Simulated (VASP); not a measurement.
Crystal: InSbTe3.

```xyz
5
Lattice="5.5365 0.0000 0.0000 0.0000 5.5365 0.0000 0.0000 0.0000 5.5365" Properties=species:S:1:pos:R:3 pbc="T T T"
In    2.7683    2.7683    2.7683
Sb    0.0000    0.0000    0.0000
Te    0.0000    2.7683    2.7683
Te    2.7683    2.7683    0.0000
Te    2.7683    0.0000    2.7683
```

* Program: VASP 6.6.1
* Task: relaxation of cell and atoms
* Functional: PBE
* Potentials or basis: VASP PAW PBE potentials, release 64 (In_d, Sb, Te)
* Cutoff: 600 eV
* k mesh: 8 × 8 × 8
* Occupations: gaussian, width 0.1 eV
* Spin: no spin polarisation

At the start: pressure 1.8 GPa; volume 33.94 Å³/atom.

Task: Where does the relaxation end?

Result: Over 3 steps the energy falls by 8.4 meV/atom and the volume is 35.51 Å³/atom (+4.6 %); space group Pm-3m (No. 221, to 0.05 Å).

The path:
```
step  energy change (eV)  largest force (eV/Å)  pressure (GPa)  volume (Å³)
   1              0.0000                0.0000            1.79       169.71
   2             -0.0403                0.0000           -0.32       179.19
   3             -0.0420                0.0000            0.01       177.55
```

Final structure:
```yaml
crystal:
  lattice:
    - [5.62045, 0.00000, 0.00000]
    - [0.00000, 5.62045, 0.00000]
    - [0.00000, 0.00000, 5.62045]
  atoms:
    - { symbol: In, position: [0.50000, 0.50000, 0.50000] }
    - { symbol: Sb, position: [0.00000, 0.00000, 0.00000] }
    - { symbol: Te, position: [0.00000, 0.50000, 0.50000] }
    - { symbol: Te, position: [0.50000, 0.50000, 0.00000] }
    - { symbol: Te, position: [0.50000, 0.00000, 0.50000] }
```
